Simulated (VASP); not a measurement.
# Si8AuO16 (a cell with a defect) in VASP: single point with PBE

Aim: the single point of Si8AuO16 (a cell with a defect) with PBE.

All numbers are computed with VASP 6.6.1; they aren't measurements. Logs are shortened: lines on timing, memory, paths and dates and some standing lists are left out, and cuts for length are marked.

## Step 1: The cell of the first run

The cell holds a defect, 25 atoms: a = 5.921 Å, b = 5.921 Å, c = 5.337 Å, α = 90.00°, β = 90.00°, γ = 90.00°.

## Step 2: Single point, PBE, collinear spin, ferromagnetic start

INCAR reads:

```
SYSTEM = Si8AuO16
PREC = Accurate ; ENCUT = 520
EDIFF = 1E-6 ; ISMEAR = -1
SIGMA = 0.05 ; LREAL = Auto
LASPH = .TRUE. ; NELM = 150
ALGO = Normal ; ISIF = 2
LWAVE = .FALSE. ; LCHARG = .FALSE.
ISPIN = 2 ; MAGMOM = 0 0 0 0 0 0 0 0 0 0 0 0 0 0 0 0 0 0 0 0 0 0 0 0 1
LORBIT = 11 ; LMAXMIX = 4
GGA = PE ; NBANDS = 92
```

KPOINTS reads:

```
Automatic mesh
0
G
  2 2 2
  0 0 0
```

POSCAR reads:

```
Si8AuO16
1.0
   -4.1865000000     -4.1865000000      0.0000000000
    4.1865000000     -4.1865000000      0.0000000000
    0.0000000000      0.0000000000      5.3368000000
Si O Au
8 16 1
Direct
    0.4660319881      0.4951811121     -0.0039970815
   -0.0046485556      0.5339996593      0.2543175073
    0.4815210012      0.4956308882      0.5067850622
   -0.0042128085      0.5185420477      0.7435292445
    0.0341860819      0.0047271364     -0.0040004232
    0.5048779793     -0.0341531889      0.2543052727
    0.0186982914      0.0042871255      0.5067850838
    0.5044250831     -0.0186398707      0.7435285157
    0.1807167287      0.5073393995      0.0001980461
    0.0705238907      0.1913958101      0.2796709489
    0.8087178029      0.5702899908     -0.0292821657
    0.0074718395      0.8193530069      0.2501150176
    0.1802022300      0.5266692133      0.5016109056
    0.0205329375      0.2052861787      0.7414422281
    0.7947928911      0.5203391523      0.5088576112
    0.0267864958      0.8198761884      0.7487132143
    0.6914778915     -0.0705149264     -0.0293367748
    0.4927473869      0.6805546639      0.2501163937
    0.3194936216     -0.0074111676      0.0002040185
    0.4297211132      0.3086061514      0.2795923533
    0.7054286096     -0.0204617075      0.5088824027
    0.4734234397      0.6800234404      0.7487057636
    0.3200264984     -0.0267284226      0.5015954881
    0.4797045328      0.2946257739      0.7414425593
    0.7500912293      0.2498674450      0.1251573083
```

Potentials or basis: VASP PAW PBE potentials, release 64 (Si, O, Au).

Started as:

```bash
cat potpaw_PBE.64/Si/POTCAR potpaw_PBE.64/O/POTCAR potpaw_PBE.64/Au/POTCAR > POTCAR
mpirun -np 1 vasp_std > vasp.out
```

OUTCAR:

```text
SYSTEM = Si8AuO16
   PREC = Accurate
   ENCUT = 520
   EDIFF = 1E-6
   ISMEAR = -1
   LREAL = Auto
   LASPH = .TRUE.
   NELM = 150
   ISIF = 2
   ISPIN = 2
   LORBIT = 11
   GGA = PE

 ion  position               nearest neighbor table
   1  0.466  0.495  0.996-   9 1.69  22 1.72  18 1.75  24 1.81  20 1.89  11 2.08  25 2.33   3 2.61
                             3 2.73   4 3.10   6 3.12   2 3.12
   2  0.995  0.534  0.254-  12 1.69  13 1.72   9 1.75  15 1.81  11 1.89  10 2.08  25 2.33   4 2.61
                             4 2.73   7 3.10   1 3.12   5 3.12
   3  0.482  0.496  0.507-  20 1.67  22 1.69  24 1.73  18 1.75  13 1.79  15 1.86   1 2.61   1 2.73
                            25 2.97   6 3.10   8 3.14   4 3.14
   4  0.996  0.519  0.744-  11 1.67  13 1.69  15 1.73   9 1.75  16 1.79  14 1.86   2 2.61   2 2.73
                            25 2.97   1 3.10   3 3.14   7 3.14
   5  0.034  0.005  0.996-  19 1.69  16 1.72  12 1.75  14 1.81  10 1.89  17 2.08  25 2.33   7 2.61
                             7 2.73   8 3.10   6 3.12   2 3.12
   6  0.505  0.966  0.254-  18 1.69  23 1.72  19 1.75  21 1.81  17 1.89  20 2.08  25 2.33   8 2.61
                             8 2.73   3 3.10   1 3.12   5 3.12
   7  0.019  0.004  0.507-  10 1.67  16 1.69  14 1.73  12 1.75  23 1.79  21 1.86   5 2.61   5 2.73
                            25 2.96   2 3.10   8 3.14   4 3.14
   8  0.504  0.981  0.744-  17 1.67  23 1.69  21 1.73  19 1.75  22 1.79  24 1.86   6 2.61   6 2.73
                            25 2.96   5 3.10   7 3.14   3 3.14
   9  0.181  0.507  0.000-   1 1.69   2 1.75   4 1.75
  10  0.071  0.191  0.280-   7 1.67   5 1.89   2 2.08  25 2.10
  11  0.809  0.570  0.971-   4 1.67   2 1.89   1 2.08  25 2.10
  12  0.007  0.819  0.250-   2 1.69   5 1.75   7 1.75
  13  0.180  0.527  0.502-   4 1.69   2 1.72   3 1.79
  14  0.021  0.205  0.741-   7 1.73   5 1.81   4 1.86  25 2.61
  15  0.795  0.520  0.509-   4 1.73   2 1.81   3 1.86  25 2.61
  16  0.027  0.820  0.749-   7 1.69   5 1.72   4 1.79
  17  0.691  0.929  0.971-   8 1.67   6 1.89   5 2.08  25 2.10
  18  0.493  0.681  0.250-   6 1.69   1 1.75   3 1.75
  19  0.319  0.993  0.000-   5 1.69   6 1.75   8 1.75
  20  0.430  0.309  0.280-   3 1.67   1 1.89   6 2.08  25 2.10
  21  0.705  0.980  0.509-   8 1.73   6 1.81   7 1.86  25 2.61
  22  0.473  0.680  0.749-   3 1.69   1 1.72   8 1.79
  23  0.320  0.973  0.502-   8 1.69   6 1.72   7 1.79
  24  0.480  0.295  0.741-   3 1.73   1 1.81   8 1.86  25 2.61
  25  0.750  0.250  0.125-  20 2.10  17 2.10  11 2.10  10 2.10   6 2.33   5 2.33   1 2.33   2 2.33
                            21 2.61  24 2.61  14 2.61  15 2.61   8 2.96   7 2.96   3 2.97   4 2.97

  LATTYP: Found a simple tetragonal cell.
 ALAT       =     5.9206050789
 C/A-ratio  =     0.9013943556

  Lattice vectors:

 A1 = (  -4.1865000000,  -4.1865000000,   0.0000000000)
 A2 = (   4.1865000000,  -4.1865000000,   0.0000000000)
 A3 = (   0.0000000000,   0.0000000000,   5.3368000000)

Analysis of symmetry for initial positions (statically):
=====================================================================
 Subroutine PRICEL returns:
 Original cell was already a primitive cell.

 Routine SETGRP: Setting up the symmetry group for a
 simple tetragonal supercell.

 Subroutine GETGRP returns: Found  1 space group operations
 (whereof  1 operations were pure point group operations)
 out of a pool of 16 trial point group operations.

The static configuration has the point symmetry C_1 .

Analysis of symmetry for dynamics (positions and initial velocities):
=====================================================================
 Subroutine PRICEL returns:
 Original cell was already a primitive cell.

 Routine SETGRP: Setting up the symmetry group for a
 simple tetragonal supercell.

 Subroutine GETGRP returns: Found  1 space group operations
 (whereof  1 operations were pure point group operations)
 out of a pool of 16 trial point group operations.

The dynamic configuration has the point symmetry C_1 .

Analysis of structural, dynamic, and magnetic symmetry:
=====================================================================
 Subroutine PRICEL returns:
 Original cell was already a primitive cell.

 Routine SETGRP: Setting up the symmetry group for a
 simple tetragonal supercell.

 Subroutine GETGRP returns: Found  1 space group operations
 (whereof  1 operations were pure point group operations)
 out of a pool of 16 trial point group operations.

The overall configuration has the point symmetry C_1 .

 Subroutine INISYM returns: Found  1 space group operations
 (whereof  1 operations are pure point group operations),
 and found     1 'primitive' translations

----------------------------------------------------------------------------------------

                                     Primitive cell

  volume of cell :     187.0739

  direct lattice vectors                    reciprocal lattice vectors
    -4.186500000 -4.186500000  0.000000000    -0.119431506 -0.119431506  0.000000000
     4.186500000 -4.186500000  0.000000000     0.119431506 -0.119431506  0.000000000
[... 97 lines left out ...]
   number of dos      NEDOS =    301   number of ions     NIONS =     25
   total plane-waves  NPLWV =  92160
   dimension x,y,z NGX =    48 NGY =   48 NGZ =   40
   dimension x,y,z NGXF=    96 NGYF=   96 NGZF=   80
   ions per type =               8  16   1
   NGX,Y,Z   is equivalent  to a cutoff of  13.48, 13.48, 12.46 a.u.
   NGXF,Y,Z  is equivalent  to a cutoff of  26.96, 26.96, 24.92 a.u.
 SYSTEM =  Si8AuO16
   PREC   = accura    normal or accurate (medium, high low for compatibility)
   ISTART =      0    job   : 0-new  1-cont  2-samecut
   ICHARG =      2    charge: 1-file 2-atom 10-const
   ISPIN  =      2    spin polarized calculation?
   LNONCOLLINEAR =      F non collinear calculations
   LSORBIT =      F    spin-orbit coupling
   LASPH  =      T    aspherical Exc in radial PAW
   ENCUT  =  520.0 eV  38.22 Ry    6.18 a.u.  11.01 11.01  9.92*2*pi/ulx,y,z
   NELM   =    150;   NELMIN=  2; NELMDL= -5     # of ELM steps
   EDIFF  = 0.1E-05   stopping-criterion for ELM
   LREAL  =      T    real-space projection
   EDIFFG = 0.1E-04   stopping-criterion for IOM
   NSW    =      0    number of steps for IOM
   IBRION =     -1    ionic relax: 0-MD 1-quasi-New 2-CG
   NFREE  =      0    steps in history (QN), initial steepest desc. (CG)
   ISIF   =      2    stress and relaxation
   ISYM   =      2    0-nonsym 1-usesym 2-fastsym
   POTIM  = 0.5000    time-step for ionic-motion
   TEBEG  =    0.0;   TEEND  =   0.0 temperature during run
   PSTRESS=    0.0 pullay stress
   NELECT =     139.0000    total number of electrons
   NUPDOWN=      -1.0000    fix difference up-down
   EMIN   =  10.00;   EMAX   =-10.00  energy-range for DOS
   EFERMI =   0.00;   METHOD = LEGACY
   ISMEAR =    -1;   SIGMA  =   0.05  broadening in eV -4-tet -1-fermi 0-gaus
   EFERMI_NEDOS =   21; number of points for ismear=-14 and -15
   IALGO  =     38    algorithm
   IMIX   =      4    mixing-type and parameters
     AMIX     =   0.40;   BMIX     =  1.00
     AMIX_MAG =   1.60;   BMIX_MAG =  1.00
  volume/ion in A,a.u.               =       7.48        50.50
  Fermi-wavevector in a.u.,A,eV,Ry     =   1.482775  2.802039 29.914083  2.198623
  Thomas-Fermi vector in A             =   2.596520
   LORBIT       =     11    0 simple, 1 ext, 2 COOP (PROOUT), +10 PAW based schemes
   GGA     = PE    functional components
   LHFCALC =     F    Hartree Fock is set to
   AEXX    =    0.0000 exact exchange contribution
   IVDW    =     0    specifies the selected vdW correction
   LEPSILON=     F    determine dielectric tensor
   LRPA    =     F    only Hartree local field effects (RPA)
 spin polarized calculation
  energy-cutoff  :      520.00
  volume of cell :      187.07
 maximum number of plane-waves:      5051
 NGX is ok and might be reduce to    48
   NGX = 23   NGY = 23   NGZ = 19

 number of electron     139.0000009 magnetization      -0.0010343

 number of electron     139.0000009 magnetization       0.0000091

 Free energy of the ion-electron system (eV)
  ---------------------------------------------------
  ext. energy  EPLUGINS =         0.00000000
  ---------------------------------------------------
  free energy    TOTEN  =      -170.84554384 eV

  energy without entropy =     -170.82438718  energy(sigma->0) =     -170.83496551

 E-fermi :  13.2542     XC(G=0): -12.8005

 val. band max:       13.1799753927   @ k =   0.5000   0.5000   0.0000
 cond. band min:      13.3014649330   @ k =   0.0000   0.0000   0.5000
 fundamental gap:      0.1214895403
 Fermi energy:        13.2541681820

 spin component 1

 k-point     1 :       0.0000    0.0000    0.0000
  band No.  band energies     occupation
      1     -13.5107      1.00000
      2     -11.6380      1.00000
      3     -11.6378      1.00000
      4     -10.8579      1.00000
      5     -10.7307      1.00000
      6     -10.4001      1.00000
[... 661 lines left out ...]
     80      19.4281      0.00000
     81      19.6300      0.00000
 Fermi energy:        13.2541681820

 spin component 2

 k-point     1 :       0.0000    0.0000    0.0000
  band No.  band energies     occupation
      1     -13.5107      1.00000
      2     -11.6380      1.00000
      3     -11.6378      1.00000
      4     -10.8579      1.00000
      5     -10.7307      1.00000
      6     -10.4001      1.00000
[... 661 lines left out ...]
     80      19.4281      0.00000
     81      19.6300      0.00000
 [bands above 81 left out]

------------------------ aborting loop because EDIFF is reached ----------------------------------------

  FORCE on cell =-STRESS in cart. coord.  units (eV):
  Direction    XX          YY          ZZ          XY          YZ          ZX
  --------------------------------------------------------------------------------------
  -------------------------------------------------------------------------------------
  Total       63.3218845     63.3255229     55.9992170      0.0054796     -0.0104544     -0.0035316
  in kB      542.3146032    542.3457639    479.6002743      0.0469292     -0.0895356     -0.0302460
  external PRESSURE =     521.4202138 kB  Pullay stress =       0.0000000 kB

 VOLUME and BASIS-vectors are now :
 -----------------------------------------------------------------------------
  energy-cutoff  :      520.00
  volume of cell :      187.07
      direct lattice vectors                 reciprocal lattice vectors
    -4.186500000 -4.186500000  0.000000000    -0.119431506 -0.119431506  0.000000000
     4.186500000 -4.186500000  0.000000000     0.119431506 -0.119431506  0.000000000
     0.000000000  0.000000000  5.336800000     0.000000000  0.000000000  0.187378204

 POSITION                                       TOTAL-FORCE (eV/Angst)
 -----------------------------------------------------------------------------------
      0.12203     -4.02412      5.31547         0.008610     -0.025578      0.011099
     -1.93145     -6.40263      1.35724        -0.023795     -0.008867     -0.011586
      0.05907     -4.09085      2.70461         0.040906     -0.030588      0.002062
     -1.99799     -6.33974      3.96807        -0.030763     -0.041651     -0.001480
     -0.12333     -0.16291      5.31545        -0.008475      0.024987      0.011720
      1.92985     -6.15719      1.35718         0.023930      0.008996     -0.011195
[... 17 lines left out ...]
     -0.77483     -3.24173      3.95693        -0.030355      0.024797      0.004361
     -2.09419     -4.18633      0.66794         0.000012     -0.000555     -0.000777
 -----------------------------------------------------------------------------------
    total drift:                                0.001876      0.000174      0.000384

  FREE ENERGIE OF THE ION-ELECTRON SYSTEM (eV)
  ---------------------------------------------------
  free  energy   TOTEN  =      -170.8455438359 eV

  energy  without entropy=     -170.8243871846  energy(sigma->0) =     -170.83496551

 total charge

# of ion       s       p       d       tot
------------------------------------------
    1        0.616   0.895   0.000   1.511
    2        0.616   0.895   0.000   1.511
    3        0.609   0.937   0.000   1.545
    4        0.609   0.937   0.000   1.545
    5        0.616   0.895   0.000   1.511
    6        0.616   0.895   0.000   1.511
[... 17 lines left out ...]
   24        1.560   3.661   0.000   5.221
   25        0.770   0.644   9.018  10.432
--------------------------------------------------
tot         30.761  67.087   9.018 106.866

 magnetization (x)

# of ion       s       p       d       tot
------------------------------------------
    1       -0.000  -0.000   0.000  -0.000
    2       -0.000  -0.000   0.000  -0.000
    3        0.000   0.000   0.000   0.000
    4        0.000   0.000   0.000   0.000
    5       -0.000  -0.000   0.000  -0.000
    6       -0.000  -0.000   0.000  -0.000
[... 17 lines left out ...]
   24       -0.000   0.000   0.000   0.000
   25       -0.000  -0.000   0.000   0.000
--------------------------------------------------
tot         -0.000  -0.000   0.000  -0.000
```

Run time: 5.1 min. Hardware: 1 thread of Intel Xeon Platinum 8375C at 2.90GHz (Ice Lake), shared host; peak memory 0.46 GiB.

What came out:

```
Free energy                                           : -170.8455 eV
Pressure                                              : 52.1 GPa
Largest force                                         : 0.059 eV/Å
Net moment                                            : 0.00 μB per cell
Valence electrons inside the program's atomic spheres : Si 1.51, 1.54; O 5.30, 5.21, 5.32, 5.22; Au 10.43
```

Forces in eV/Å, atoms in the order of the input:
```
Si   0.009 -0.026  0.011
Si  -0.024 -0.009 -0.012
Si   0.041 -0.031  0.002
Si  -0.031 -0.042 -0.001
Si  -0.008  0.025  0.012
Si   0.024  0.009 -0.011
Si  -0.041  0.032  0.003
Si   0.030  0.040 -0.002
O    0.006  0.006 -0.003
O    0.027 -0.049 -0.018
O    0.049  0.026  0.017
O    0.006 -0.005  0.002
O   -0.023 -0.018 -0.002
O    0.031 -0.025  0.005
O    0.026  0.032 -0.005
O   -0.019  0.025  0.003
O   -0.049 -0.028  0.018
O   -0.006  0.006  0.002
O   -0.006 -0.006 -0.003
O   -0.027  0.049 -0.017
O   -0.025 -0.032 -0.004
O    0.020 -0.024  0.003
O    0.023  0.019 -0.003
O   -0.030  0.025  0.004
Au   0.000 -0.001 -0.001
```

Stress tensor (GPa, compression positive):
```
54.23  0.00  0.00
 0.00 54.23 -0.01
 0.00 -0.01 47.96
```

Levels at points of the mesh, in eV from the Fermi level:
Spin up:
```csv
k point,band 67,band 68,band 69,band 70,band 71,band 72
"(0.00, 0.00, 0.00)",-3.81,-3.81,-3.32,-0.65,1.64,1.64
"(0.50, 0.00, 0.00)",-4.46,-3.95,-3.22,-0.14,1.58,1.68
"(0.00, 0.50, 0.00)",-4.46,-3.95,-3.22,-0.14,1.58,1.68
"(0.50, 0.50, 0.00)",-4.60,-4.46,-2.90,-0.07,1.87,1.87
"(0.00, 0.00, 0.50)",-3.63,-3.63,-3.15,0.05,2.18,2.18
"(0.50, 0.00, 0.50)",-4.20,-3.60,-2.89,0.21,2.10,2.24
"(0.00, 0.50, 0.50)",-4.20,-3.60,-2.89,0.21,2.10,2.24
"(0.50, 0.50, 0.50)",-4.38,-4.38,-2.66,0.45,2.22,2.22
```
Spin down:
```tsv
k point	band 65	band 66	band 67	band 68	band 69	band 70	band 71	band 72	band 73	band 74
(0.00, 0.00, 0.00)	-4.76	-4.69	-3.81	-3.81	-3.32	-0.65	1.64	1.64	2.40	3.28
(0.50, 0.00, 0.00)	-4.64	-4.49	-4.46	-3.95	-3.22	-0.14	1.58	1.68	2.79	3.75
(0.00, 0.50, 0.00)	-4.64	-4.49	-4.46	-3.95	-3.22	-0.14	1.58	1.68	2.79	3.75
(0.50, 0.50, 0.00)	-4.80	-4.61	-4.60	-4.46	-2.90	-0.07	1.87	1.87	3.05	4.24
(0.00, 0.00, 0.50)	-4.99	-4.16	-3.63	-3.63	-3.15	0.05	2.18	2.18	3.37	4.22
(0.50, 0.00, 0.50)	-4.77	-4.49	-4.20	-3.60	-2.89	0.21	2.10	2.24	3.43	4.64
(0.00, 0.50, 0.50)	-4.77	-4.49	-4.20	-3.60	-2.89	0.21	2.10	2.24	3.43	4.64
(0.50, 0.50, 0.50)	-4.68	-4.54	-4.38	-4.38	-2.66	0.45	2.22	2.22	3.67	4.91
```

Caveat: the k points lie up to 0.59 Å⁻¹ apart; spin-orbit coupling is left out, which moves the levels of the heavy elements.
